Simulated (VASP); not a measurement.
# Sn (Fm-3m) in VASP: further runs

Runs on Sn. Level: PBE. Tasks: single point, relaxation of cell and atoms.

Everything below comes from runs of VASP 6.6.1. Logs are shortened: lines on timing, memory, paths and dates and some standing lists are left out, and cuts for length are marked.

## 1. The cell of the first run

Symmetry: Fm-3m, No. 225, cubic system. Conventional cell: a = 4.679 Å, b = 4.679 Å, c = 4.679 Å, α = 90.00°, β = 90.00°, γ = 90.00°. Within 4.4 Å of Sn (site symmetry m-3m) lie 12 Sn at 3.31 Å.

## 2. Single point, PBE

INCAR

```
SYSTEM = Sn
  ALGO = Normal
  EDIFF = 1E-6
  ENCUT = 500
  GGA = PE
  GGA_COMPAT = .FALSE.
  ISIF = 2
  ISMEAR = 0
  LASPH = .TRUE.
  LCHARG = .FALSE.
  LREAL = .FALSE.
  LWAVE = .FALSE.
  NBANDS = 13
  NELM = 120
  PREC = Accurate
  SIGMA = 0.1
```

KPOINTS

```
k-points
0
G
  6 6 6
  0 0 0
```

POSCAR

```
Sn
1.0
    0.0000000000      2.3392937758      2.3392937758
    2.3392937758      0.0000000000      2.3392937758
    2.3392937758      2.3392937758      0.0000000000
Sn
1
Direct
    0.0000000000      0.0000000000      0.0000000000
```

Potentials or basis: VASP PAW PBE potentials, release 64 (Sn_d).

Run with:

```console
cat potpaw_PBE.64/Sn_d/POTCAR > POTCAR
mpirun -np 1 vasp_std > vasp.out
```

OUTCAR:

```text
SYSTEM = Sn
   EDIFF = 1E-6
   ENCUT = 500
   GGA = PE
   ISIF = 2
   ISMEAR = 0
   LASPH = .TRUE.
   LREAL = .FALSE.
   NELM = 120
   PREC = Accurate

 ion  position               nearest neighbor table
   1  0.000  0.000  0.000-

  LATTYP: Found a face centered cubic cell.
 ALAT       =     4.6785875516

  Lattice vectors:

 A1 = (   0.0000000000,   2.3392937758,   2.3392937758)
 A2 = (   2.3392937758,   0.0000000000,   2.3392937758)
 A3 = (   2.3392937758,   2.3392937758,   0.0000000000)

Analysis of symmetry for initial positions (statically):
=====================================================================
 Subroutine PRICEL returns:
 Original cell was already a primitive cell.

 Routine SETGRP: Setting up the symmetry group for a
 face centered cubic supercell.

 Subroutine GETGRP returns: Found 48 space group operations
 (whereof 48 operations were pure point group operations)
 out of a pool of 48 trial point group operations.

The static configuration has the point symmetry O_h .

Analysis of symmetry for dynamics (positions and initial velocities):
=====================================================================
 Subroutine PRICEL returns:
 Original cell was already a primitive cell.

 Routine SETGRP: Setting up the symmetry group for a
 face centered cubic supercell.

 Subroutine GETGRP returns: Found 48 space group operations
 (whereof 48 operations were pure point group operations)
 out of a pool of 48 trial point group operations.

The dynamic configuration has the point symmetry O_h .

 Subroutine INISYM returns: Found 48 space group operations
 (whereof 48 operations are pure point group operations),
 and found     1 'primitive' translations

----------------------------------------------------------------------------------------

                                     Primitive cell

  volume of cell :      25.6026

  direct lattice vectors                    reciprocal lattice vectors
     0.000000000  2.339293776  2.339293776    -0.213739721  0.213739721  0.213739721
     2.339293776  0.000000000  2.339293776     0.213739721 -0.213739721  0.213739721
     2.339293776  2.339293776  0.000000000     0.213739721  0.213739721 -0.213739721

  length of vectors
     3.308260984  3.308260984  3.308260984     0.370208057  0.370208057  0.370208057

  position of ions in fractional coordinates (direct lattice)
     0.000000000  0.000000000  0.000000000

  ion indices of the primitive-cell ions
   primitive index   ion index
                 1           1

----------------------------------------------------------------------------------------

 KPOINTS: k-points

Automatic generation of k-mesh.
 Grid dimensions read from file:
 generate k-points for:    6    6    6

 Generating k-lattice:

  Cartesian coordinates                     Fractional coordinates (reciprocal lattice)
    -0.035623287  0.035623287  0.035623287     0.166666667  0.000000000  0.000000000
     0.035623287 -0.035623287  0.035623287     0.000000000  0.166666667  0.000000000
     0.035623287  0.035623287 -0.035623287     0.000000000  0.000000000  0.166666667

  Length of vectors
     0.061701343  0.061701343  0.061701343

  Shift w.r.t. Gamma in fractional coordinates (k-lattice)
     0.000000000  0.000000000  0.000000000

 Subroutine IBZKPT returns following result:
 ===========================================

 Found     16 irreducible k-points:

 Following reciprocal coordinates:
            Coordinates               Weight
  0.000000  0.000000  0.000000      1.000000
  0.166667  0.000000  0.000000      8.000000
  0.333333  0.000000  0.000000      8.000000
  0.500000  0.000000  0.000000      4.000000
  0.166667  0.166667  0.000000      6.000000
  0.333333  0.166667  0.000000     24.000000
[... 8 lines left out ...]
 -0.333333  0.333333  0.166667     24.000000
 -0.333333  0.500000  0.166667     12.000000
   k-points           NKPTS =     16   k-points in BZ     NKDIM =     16   number of bands    NBANDS=     13
   number of dos      NEDOS =    301   number of ions     NIONS =      1
   total plane-waves  NPLWV =  13824
   dimension x,y,z NGX =    24 NGY =   24 NGZ =   24
   dimension x,y,z NGXF=    48 NGYF=   48 NGZF=   48
   ions per type =               1
   NGX,Y,Z   is equivalent  to a cutoff of  12.06, 12.06, 12.06 a.u.
   NGXF,Y,Z  is equivalent  to a cutoff of  24.12, 24.12, 24.12 a.u.
 SYSTEM =  Sn
   PREC   = accura    normal or accurate (medium, high low for compatibility)
   ISTART =      0    job   : 0-new  1-cont  2-samecut
   ICHARG =      2    charge: 1-file 2-atom 10-const
   ISPIN  =      1    spin polarized calculation?
   LNONCOLLINEAR =      F non collinear calculations
   LSORBIT =      F    spin-orbit coupling
   LASPH  =      T    aspherical Exc in radial PAW
   ENCUT  =  500.0 eV  36.75 Ry    6.06 a.u.   6.03  6.03  6.03*2*pi/ulx,y,z
   NELM   =    120;   NELMIN=  2; NELMDL= -5     # of ELM steps
   EDIFF  = 0.1E-05   stopping-criterion for ELM
   LREAL  =      F    real-space projection
   EDIFFG = 0.1E-04   stopping-criterion for IOM
   NSW    =      0    number of steps for IOM
   IBRION =     -1    ionic relax: 0-MD 1-quasi-New 2-CG
   NFREE  =      0    steps in history (QN), initial steepest desc. (CG)
   ISIF   =      2    stress and relaxation
   ISYM   =      2    0-nonsym 1-usesym 2-fastsym
   POTIM  = 0.5000    time-step for ionic-motion
   TEBEG  =    0.0;   TEEND  =   0.0 temperature during run
   PSTRESS=    0.0 pullay stress
   NELECT =      14.0000    total number of electrons
   NUPDOWN=      -1.0000    fix difference up-down
   EMIN   =  10.00;   EMAX   =-10.00  energy-range for DOS
   EFERMI =   0.00;   METHOD = LEGACY
   ISMEAR =     0;   SIGMA  =   0.10  broadening in eV -4-tet -1-fermi 0-gaus
   EFERMI_NEDOS =   21; number of points for ismear=-14 and -15
   IALGO  =     38    algorithm
   IMIX   =      4    mixing-type and parameters
     AMIX     =   0.40;   BMIX     =  1.00
     AMIX_MAG =   1.60;   BMIX_MAG =  1.00
  volume/ion in A,a.u.               =      25.60       172.77
  Fermi-wavevector in a.u.,A,eV,Ry     =   1.338719  2.529812 24.383932  1.792168
  Thomas-Fermi vector in A             =   2.467167
   LORBIT       =      0    0 simple, 1 ext, 2 COOP (PROOUT), +10 PAW based schemes
   GGA     = PE    functional components
   LHFCALC =     F    Hartree Fock is set to
   AEXX    =    0.0000 exact exchange contribution
   IVDW    =     0    specifies the selected vdW correction
   LEPSILON=     F    determine dielectric tensor
   LRPA    =     F    only Hartree local field effects (RPA)
 non-spin polarized calculation
 Gauss-broadening in eV      SIGMA  =   0.10
  energy-cutoff  :      500.00
  volume of cell :       25.60
 maximum number of plane-waves:       660
   NGX = 13   NGY = 13   NGZ = 13

 number of electron      14.0000009 magnetization

 Free energy of the ion-electron system (eV)
  ---------------------------------------------------
  ext. energy  EPLUGINS =         0.00000000
  ---------------------------------------------------
  free energy    TOTEN  =        -3.61069504 eV

  energy without entropy =       -3.59845682  energy(sigma->0) =       -3.60457593

 E-fermi :   8.9435     XC(G=0): -10.6423

 val. band max:        8.9121624457   @ k =   0.5000   0.3333   0.0000
 cond. band min:       9.0550732386   @ k =  -0.3333   0.5000   0.1667
 fundamental gap:      0.1429107929
 Fermi energy:         8.9434503799

 k-point     1 :       0.0000    0.0000    0.0000
  band No.  band energies     occupation
      1     -12.6871      2.00000
      2     -12.6871      2.00000
      3     -12.6871      2.00000
      4     -12.5930      2.00000
      5     -12.5930      2.00000
      6      -2.6938      2.00000
      7      17.1057      0.00000
      8      17.1057      0.00000
      9      17.1057      0.00000
     10      19.5592      0.00000
     11      21.1107      0.00000
     12      21.1107      0.00000
     13      21.1107      0.00000

 k-point     2 :       0.1667    0.0000    0.0000
  band No.  band energies     occupation
      1     -12.6863      2.00000
      2     -12.6668      2.00000
      3     -12.6668      2.00000
      4     -12.5885      2.00000
      5     -12.5885      2.00000
      6      -2.0906      2.00000
      7      12.7133      0.00000
      8      16.3370      0.00000
      9      16.3370      0.00000
     10      18.8482      0.00000
     11      22.2508      0.00000
     12      22.2508      0.00000
     13      22.7256      0.00000

 k-point     3 :       0.3333    0.0000    0.0000
  band No.  band energies     occupation
      1     -12.6881      2.00000
      2     -12.6688      2.00000
      3     -12.6688      2.00000
      4     -12.5363      2.00000
      5     -12.5363      2.00000
      6      -0.2826      2.00000
      7       7.4232      2.00000
      8      15.3937      0.00000
      9      15.3937      0.00000
     10      18.7242      0.00000
     11      20.5661      0.00000
     12      20.5661      0.00000
     13      20.7004      0.00000
[... 177 lines left out ...]
 k-point    15 :      -0.3333    0.3333    0.1667
  band No.  band energies     occupation
      1     -12.6856      2.00000
      2     -12.6552      2.00000
      3     -12.5949      2.00000
      4     -12.5710      2.00000
      5     -12.4993      2.00000
      6       3.4154      2.00000
      7       5.5959      2.00000
      8       8.9113      1.35092
      9      10.6185      0.00000
     10      18.7809      0.00000
     11      20.7581      0.00000
     12      23.9566      0.00000
     13      24.5377      0.00000

 k-point    16 :      -0.3333    0.5000    0.1667
  band No.  band energies     occupation
      1     -12.7194      2.00000
      2     -12.6897      2.00000
      3     -12.5607      2.00000
      4     -12.5422      2.00000
      5     -12.4770      2.00000
      6       4.3782      2.00000
      7       5.9006      2.00000
      8       8.4083      2.00000
      9       9.0551      0.11443
     10      18.3471      0.00000
     11      18.5899      0.00000
     12      24.7385      0.00000
     13      25.5858      0.00000

------------------------ aborting loop because EDIFF is reached ----------------------------------------

  FORCE on cell =-STRESS in cart. coord.  units (eV):
  Direction    XX          YY          ZZ          XY          YZ          ZX
  --------------------------------------------------------------------------------------
  -------------------------------------------------------------------------------------
  Total        1.0554197      1.0554197      1.0554197     -0.0000000     -0.0000000      0.0000000
  in kB       66.0467544     66.0467544     66.0467544     -0.0000000     -0.0000000      0.0000000
  external PRESSURE =      66.0467544 kB  Pullay stress =       0.0000000 kB

 VOLUME and BASIS-vectors are now :
 -----------------------------------------------------------------------------
  energy-cutoff  :      500.00
  volume of cell :       25.60
      direct lattice vectors                 reciprocal lattice vectors
     0.000000000  2.339293776  2.339293776    -0.213739721  0.213739721  0.213739721
     2.339293776  0.000000000  2.339293776     0.213739721 -0.213739721  0.213739721
     2.339293776  2.339293776  0.000000000     0.213739721  0.213739721 -0.213739721

 POSITION                                       TOTAL-FORCE (eV/Angst)
 -----------------------------------------------------------------------------------
      0.00000      0.00000      0.00000         0.000000      0.000000      0.000000
 -----------------------------------------------------------------------------------
    total drift:                               -0.000000      0.000000     -0.000000

  FREE ENERGIE OF THE ION-ELECTRON SYSTEM (eV)
  ---------------------------------------------------
  free  energy   TOTEN  =        -3.6106950361 eV

  energy  without entropy=       -3.5984568185  energy(sigma->0) =       -3.60457593
```

Wall time 2.1 s (1 thread of Intel Xeon 6975P-C (Granite Rapids), shared host); peak memory 0.13 GiB.

What came out:

```yaml
Free_energy: -3.6107 eV
Pressure: 6.6 GPa
Band_gap_on_the_k_mesh: zero (band 7 reaches 17.11 eV, above the bottom of band 8 at 6.81 eV)
```

Caveat: the k points lie up to 0.39 Å⁻¹ apart; spin-orbit coupling is left out, which moves the levels of the heavy elements.

## 3. Relaxation of cell and atoms, PBE

INCAR

```
SYSTEM = Sn
ALGO     = Normal         ! electronic algorithm
EDIFF    = 1E-7           ! SCF threshold, eV
EDIFFG   = -0.01          ! ionic threshold
ENCUT    = 600            ! plane-wave cutoff, eV
GGA      = PE             ! functional
IBRION   = 2              ! ionic algorithm
ISIF     = 3              ! what is computed and relaxed
ISMEAR   = 0              ! smearing method
LASPH    = .TRUE.         ! aspherical terms in the spheres
LCHARG   = .FALSE.        ! write CHGCAR
LREAL    = .FALSE.        ! projectors in reciprocal space
LWAVE    = .FALSE.        ! write WAVECAR
NELM     = 100            ! most SCF steps
NSW      = 80             ! ionic steps
PREC     = Accurate       ! precision mode
SIGMA    = 0.1            ! smearing width, eV
```

KPOINTS

```
k-points
0
G
  16 16 16
  0 0 0
```

POSCAR is that of step 2.

Potentials or basis: VASP PAW PBE potentials, release 64 (Sn_d).

Run with:

```console
cat potpaw_PBE.64/Sn_d/POTCAR > POTCAR
mpirun -np 1 vasp_std > vasp.out
```

It took 86 s on 1 thread of Intel Xeon Platinum 8259CL at 2.50GHz (Skylake/Cascade Lake), shared host; peak memory 0.2 GiB.

Results (log left out):

```
Free energy                            : -3.7859 eV
Relaxed volume                         : 27.97 Å³/atom
Relaxed cell                           : a = 3.407 Å, b = 3.407 Å, c = 3.407 Å, α = 60.00°, β = 60.00°, γ = 60.00°
Space group after relaxing (to 0.05 Å) : Fm-3m (No. 225)
Energy gained by relaxing              : 36.0 meV/atom
Ionic steps                            : 3
Pressure after relaxing                : 0.0 GPa
Band gap on the k mesh                 : zero (band 7 reaches 15.27 eV, above the bottom of band 8 at 5.89 eV)
```

Step by step:
```csv
step,energy change (eV),largest force (eV/Å),pressure (GPa),volume (Å³)
1,0.0000,0.0000,5.27,25.60
2,-0.0320,0.0000,-1.38,28.85
3,-0.0360,0.0000,0.00,27.97
```

Final structure:
```yaml
crystal:
  lattice:
    - [0.00000, 2.40923, 2.40923]
    - [2.40923, 0.00000, 2.40923]
    - [2.40923, 2.40923, 0.00000]
  atoms:
    - { symbol: Sn, position: [0.00000, 0.00000, 0.00000] }
```

Levels at points of the mesh, in eV from the Fermi level:
| k point | band 3 | band 4 | band 5 | band 6 | band 7 | band 8 | band 9 | band 10 | band 11 |
| --- | --- | --- | --- | --- | --- | --- | --- | --- | --- |
| (0.00, 0.00, 0.00) | -21.60 | -21.53 | -21.53 | -10.98 | 7.42 | 7.42 | 7.42 | 10.52 | 11.61 |
| (0.50, 0.00, 0.00) | -21.59 | -21.46 | -21.46 | -6.80 | -4.54 | 5.57 | 5.57 | 9.90 | 9.92 |
| (0.50, 0.50, 0.00) | -21.47 | -21.44 | -21.44 | -4.97 | -3.56 | 1.98 | 1.98 | 5.26 | 5.68 |

Caveat: spin-orbit coupling is left out, which moves the levels of the heavy elements.

[end of part 1 of 2]
